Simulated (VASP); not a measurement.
# Ir (R-3m) in VASP: further runs, part 3 of 3

VASP 6.6.1. Earlier steps stand in the parts before.

### 5 Electric field gradients, PBE (equal xy, yz and zx shear strains of -2 %)

INCAR

```
SYSTEM = Ir
PREC = Accurate ; ENCUT = 520
EDIFF = 1E-8 ; ISMEAR = -1
SIGMA = 0.05 ; LREAL = .False.
LASPH = .True. ; NELM = 60
ALGO = Normal ; ISIF = 2
LWAVE = .False. ; LCHARG = .False.
GGA = PE ; LEFG = .True.
NBANDS = 10
```

KPOINTS

```
regular mesh
0
Gamma
  15 15 15
  0 0 0
```

POSCAR

```
Ir
1.0
   -0.0383940000      1.9005030000      1.9005030000
    1.9005030000     -0.0383940000      1.9005030000
    1.9005030000      1.9005030000     -0.0383940000
Ir
1
Direct
    0.0000000000      0.0000000000      0.0000000000
```

Potentials or basis: VASP PAW PBE potentials, release 64 (Ir).

Run with:

```sh
$ cat potpaw_PBE.64/Ir/POTCAR > POTCAR
$ mpirun -np 1 vasp_std > vasp.out
```

OUTCAR:

```text
SYSTEM = Ir
   PREC = Accurate
   ENCUT = 520
   EDIFF = 1E-8
   ISMEAR = -1
   LREAL = .False.
   LASPH = .True.
   NELM = 60
   ISIF = 2
   GGA = PE

 ion  position               nearest neighbor table
   1  0.000  0.000  0.000-

  LATTYP: Found a trigonal (rhomboedric) cell.
 ALAT       =     2.6879913328
 COS(alpha) =     0.4797000918

  Lattice vectors:

 A1 = (  -0.0383940000,   1.9005030000,   1.9005030000)
 A2 = (   1.9005030000,  -0.0383940000,   1.9005030000)
 A3 = (   1.9005030000,   1.9005030000,  -0.0383940000)

Analysis of symmetry for initial positions (statically):
=====================================================================
 Subroutine PRICEL returns:
 Original cell was already a primitive cell.

 Routine SETGRP: Setting up the symmetry group for a
 trigonal (rhombohedral) supercell.

 Subroutine GETGRP returns: Found 12 space group operations
 (whereof 12 operations were pure point group operations)
 out of a pool of 12 trial point group operations.

The static configuration has the point symmetry D_3d.

Analysis of symmetry for dynamics (positions and initial velocities):
=====================================================================
 Subroutine PRICEL returns:
 Original cell was already a primitive cell.

 Routine SETGRP: Setting up the symmetry group for a
 trigonal (rhombohedral) supercell.

 Subroutine GETGRP returns: Found 12 space group operations
 (whereof 12 operations were pure point group operations)
 out of a pool of 12 trial point group operations.

The dynamic configuration has the point symmetry D_3d.

 Subroutine INISYM returns: Found 12 space group operations
 (whereof 12 operations are pure point group operations),
 and found     1 'primitive' translations

----------------------------------------------------------------------------------------

                                     Primitive cell

  volume of cell :      14.1449

  direct lattice vectors                    reciprocal lattice vectors
    -0.038394000  1.900503000  1.900503000    -0.255247163  0.260509991  0.260509991
     1.900503000 -0.038394000  1.900503000     0.260509991 -0.255247163  0.260509991
     1.900503000  1.900503000 -0.038394000     0.260509991  0.260509991 -0.255247163

  length of vectors
     2.687991333  2.687991333  2.687991333     0.448198645  0.448198645  0.448198645

  position of ions in fractional coordinates (direct lattice)
     0.000000000  0.000000000  0.000000000

  ion indices of the primitive-cell ions
   primitive index   ion index
                 1           1

----------------------------------------------------------------------------------------

 KPOINTS: regular mesh

Automatic generation of k-mesh.
 Grid dimensions read from file:
 generate k-points for:   15   15   15

 Generating k-lattice:

[... 63 lines left out ...]
   EDIFFG = 0.1E-06   stopping-criterion for IOM
   NSW    =      0    number of steps for IOM
   IBRION =     -1    ionic relax: 0-MD 1-quasi-New 2-CG
   NFREE  =      0    steps in history (QN), initial steepest desc. (CG)
   ISIF   =      2    stress and relaxation
   ISYM   =      2    0-nonsym 1-usesym 2-fastsym
   POTIM  = 0.5000    time-step for ionic-motion
   TEBEG  =    0.0;   TEEND  =   0.0 temperature during run
   PSTRESS=    0.0 pullay stress
   NELECT =       9.0000    total number of electrons
   NUPDOWN=      -1.0000    fix difference up-down
   EMIN   =  10.00;   EMAX   =-10.00  energy-range for DOS
   EFERMI =   0.00;   METHOD = LEGACY
   ISMEAR =    -1;   SIGMA  =   0.05  broadening in eV -4-tet -1-fermi 0-gaus
   EFERMI_NEDOS =   21; number of points for ismear=-14 and -15
   IALGO  =     38    algorithm
   IMIX   =      4    mixing-type and parameters
     AMIX     =   0.40;   BMIX     =  1.00
     AMIX_MAG =   1.60;   BMIX_MAG =  1.00
  volume/ion in A,a.u.               =      14.14        95.45
  Fermi-wavevector in a.u.,A,eV,Ry     =   1.408065  2.660857 26.975550  1.982647
  Thomas-Fermi vector in A             =   2.530261
   LORBIT       =      0    0 simple, 1 ext, 2 COOP (PROOUT), +10 PAW based schemes
   GGA     = PE    functional components
   LHFCALC =     F    Hartree Fock is set to
   AEXX    =    0.0000 exact exchange contribution
   IVDW    =     0    specifies the selected vdW correction
   LEPSILON=     F    determine dielectric tensor
   LRPA    =     F    only Hartree local field effects (RPA)
 non-spin polarized calculation
  energy-cutoff  :      520.00
  volume of cell :       14.14
 maximum number of plane-waves:       390
   NGX =  9   NGY =  9   NGZ =  9

 number of electron       8.9999999 magnetization

 Free energy of the ion-electron system (eV)
  ---------------------------------------------------
  ext. energy  EPLUGINS =         0.00000000
  ---------------------------------------------------
  free energy    TOTEN  =        -8.83344301 eV

  energy without entropy =       -8.82601148  energy(sigma->0) =       -8.82972725

 E-fermi :  10.4502     XC(G=0): -13.9885

 val. band max:       10.4455284009   @ k =  -0.3333   0.3333   0.0000
 cond. band min:      10.4655773640   @ k =  -0.4000   0.4667   0.0667
 fundamental gap:      0.0200489630
 Fermi energy:        10.4501674246

 k-point     1 :       0.0000    0.0000    0.0000
  band No.  band energies     occupation
      1      -0.7116      2.00000
      2       6.3486      2.00000
      3       6.3486      2.00000
      4       6.8384      2.00000
      5       9.2290      2.00000
      6       9.2290      2.00000
      7      24.7235      0.00000
      8      30.0089      0.00000
      9      30.0089      0.00000
     10      30.9997      0.00000
[... 287 lines left out ...]
 k-point    24 :       0.2000    0.1333    0.0000
  band No.  band energies     occupation
      1       0.9348      2.00000
      2       5.4534      2.00000
      3       7.1378      2.00000
      4       7.5746      2.00000
      5       8.1964      2.00000
      6       9.6942      2.00000
      7      27.3608      0.00000
      8      27.4706      0.00000
      9      30.8761      0.00000
     10      30.9616      0.00000

 [... further k-points ...]
[... 5 lines left out ...]
  --------------------------------------------------------------------------------------
  -------------------------------------------------------------------------------------
  Total        0.8933306      0.8933306      0.8933306      0.4946031      0.4946031      0.4946031
  in kB      101.1868010    101.1868010    101.1868010     56.0232733     56.0232733     56.0232733
  external PRESSURE =     101.1868010 kB  Pullay stress =       0.0000000 kB

 VOLUME and BASIS-vectors are now :
 -----------------------------------------------------------------------------
  energy-cutoff  :      520.00
  volume of cell :       14.14
      direct lattice vectors                 reciprocal lattice vectors
    -0.038394000  1.900503000  1.900503000    -0.255247163  0.260509991  0.260509991
     1.900503000 -0.038394000  1.900503000     0.260509991 -0.255247163  0.260509991
     1.900503000  1.900503000 -0.038394000     0.260509991  0.260509991 -0.255247163

 POSITION                                       TOTAL-FORCE (eV/Angst)
 -----------------------------------------------------------------------------------
      0.00000      0.00000      0.00000        -0.000000      0.000000     -0.000000
 -----------------------------------------------------------------------------------
    total drift:                               -0.000000     -0.000000     -0.000000

  FREE ENERGIE OF THE ION-ELECTRON SYSTEM (eV)
  ---------------------------------------------------
  free  energy   TOTEN  =        -8.8334430138 eV

  energy  without entropy=       -8.8260114835  energy(sigma->0) =       -8.82972725

 Electric field gradients (V/A^2)
---------------------------------------------------------------------
 ion       V_xx      V_yy      V_zz      V_xy      V_xz      V_yz
---------------------------------------------------------------------
   1       0.000     0.000    -0.000   -23.846   -23.846   -23.846
---------------------------------------------------------------------

 Electric field gradients after diagonalization (V/A^2)
 (convention: |V_zz| > |V_xx| > |V_yy|)
----------------------------------------------------------------------
 ion       V_xx      V_yy      V_zz     asymmetry (V_yy - V_xx)/ V_zz
----------------------------------------------------------------------
   1      23.846    23.846   -47.692       0.000
----------------------------------------------------------------------

           NMR quadrupolar parameters

 Cq : quadrupolar parameter    Cq=e*Q*V_zz/h
 eta: asymmetry parameters     (V_yy - V_xx)/ V_zz
 Q  : nuclear electric quadrupole moment in mb (millibarn)
----------------------------------------------------------------------
 ion       Cq(MHz)       eta       Q (mb)
----------------------------------------------------------------------
   1      -0.115       0.000       1.000
----------------------------------------------------------------------
```

OSZICAR:

```text
N       E                     dE             d eps       ncg     rms          rms(c)
DAV:   1     0.480163970378E+02    0.48016E+02   -0.44202E+03  6928   0.820E+02
DAV:   2    -0.850278988629E+01   -0.56519E+02   -0.53889E+02  7074   0.196E+02
DAV:   3    -0.937912169930E+01   -0.87633E+00   -0.87274E+00  8078   0.298E+01
DAV:   4    -0.938702826441E+01   -0.79066E-02   -0.79053E-02  7776   0.262E+00
DAV:   5    -0.938718726520E+01   -0.15900E-03   -0.15900E-03  7868   0.355E-01    0.153E+01
DAV:   6    -0.892718669353E+01    0.46000E+00   -0.79162E-01  7696   0.109E+01    0.630E+00
DAV:   7    -0.883959615849E+01    0.87591E-01   -0.26674E-01  8152   0.585E+00    0.146E+00
DAV:   8    -0.883686706190E+01    0.27291E-02   -0.21003E-03  7442   0.484E-01    0.107E+00
DAV:   9    -0.883343712041E+01    0.34299E-02   -0.22158E-03  7720   0.658E-01    0.162E-02
DAV:  10    -0.883344173234E+01   -0.46119E-05   -0.12978E-05  9594   0.344E-02    0.253E-02
DAV:  11    -0.883344301690E+01   -0.12846E-05   -0.10376E-06  7606   0.114E-02    0.122E-03
DAV:  12    -0.883344298305E+01    0.33851E-07   -0.14219E-08  7782   0.109E-03    0.111E-03
DAV:  13    -0.883344301211E+01   -0.29067E-07   -0.30246E-09  3996   0.334E-04    0.585E-05
DAV:  14    -0.883344301375E+01   -0.16391E-08   -0.10727E-10  3638   0.128E-04
   1 F= -.88334430E+01 E0= -.88297272E+01  d E =-.743153E-02
```

stdout:

```text
POSCAR found type information on POSCAR Ir
 POSCAR found :  1 types and       1 ions
 scaLAPACK will be used
 LDA part: xc-table for (Slater+PW92), standard interpolation
 POSCAR, INCAR and KPOINTS ok, starting setup
 FFT: planning ... GRIDC
 FFT: planning ... GRID_SOFT
 FFT: planning ... GRID
 WAVECAR not read
 entering main loop
ion   1
```

Run time: 26 s. Hardware: 1 thread of AMD EPYC 9R14 (Zen 4), shared host; peak memory 0.14 GiB.

Results:

* Free energy: -8.8334 eV
* Pressure: 10.1 GPa

Electric field gradients, principal values (V/Å²):
| atom | least | middle | greatest (by size) |
| --- | --- | --- | --- |
| 1 Ir | 23.846 | 23.846 | -47.692 |

Caveat: the cell differs from its parent crystal (equal xy, yz and zx shear strains of -2 %); without QUAD_EFG the Cq values of the log hold for a quadrupole moment of 1 mb, not for the nuclei; spin-orbit coupling is left out, which moves the levels of the heavy elements.

### 6 Overview

```tsv
cell	gap on the mesh (eV)	pressure (GPa)
a = 2.675 Å, angles 62.0°, 1 atom	none	10.9
a = 2.701 Å, angles 60.7°, 1 atom	none	9.7
a = 2.742 Å, angles 58.7°, 1 atom	none	10.1
a = 2.688 Å, angles 61.3°, 1 atom	none	10.1
```

Alike in all rows: task electric field gradients; level PBE; potentials or basis VASP PAW PBE potentials, release 64 (Ir); no spin polarisation; k mesh 15 × 15 × 15; cutoff (eV) 520; smearing fermi-dirac 0.05 eV.

Caveats: spin-orbit coupling is left out, which moves the levels of the heavy elements.

Total energies depend on the potentials used, so only differences within one code and one set of settings carry meaning.
